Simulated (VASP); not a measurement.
SnSe, 2 atoms in the cell. The structure is tetragonal, space group I4/mmm (No. 139). The conventional cell has a = 3.921 Å, b = 3.921 Å, c = 6.655 Å, α = 90.00°, β = 90.00°, γ = 90.00°. Within 3.7 Å of Sn (site symmetry 4/mmm) lie 6 Se at 2.77 to 3.33 Å. Within 3.7 Å of Se (site symmetry 4/mmm) lie 6 Sn at 2.77 to 3.33 Å.  This cell differs from its parent crystal: ratio of the length along z to the lengths across it x 1.2, volume and fractional coordinates fixed.

* Program: VASP 6.6.1
* Task: single point
* Functional: LDA
* Potentials or basis: VASP PAW LDA potentials, release 64 (Sn_d, Se)
* Cutoff: 520 eV
* k mesh: 10 × 10 × 10
* Occupations: gaussian, width 0.05 eV
* Spin: no spin polarisation
* Dipole correction: no
* Further INCAR settings: ALGO = Normal; EDIFF = 1e-07; NBANDS = 17

Potentials or basis: VASP PAW LDA potentials, release 64 (Sn_d, Se).

Command:

```console
$ cat potpaw_LDA.64/Sn_d/POTCAR potpaw_LDA.64/Se/POTCAR > POTCAR
$ mpirun -np 1 vasp_std > vasp.out
```

Hardware: 1 thread of Intel Xeon 8259CL, with other jobs on the host.

Q: Estimate the wall time of this run.

A: Run time: 95 s on 1 thread of Intel Xeon 8259CL, on a shared host, peak memory 0.22 GiB. Counts: scf iterations 12, k points 102.
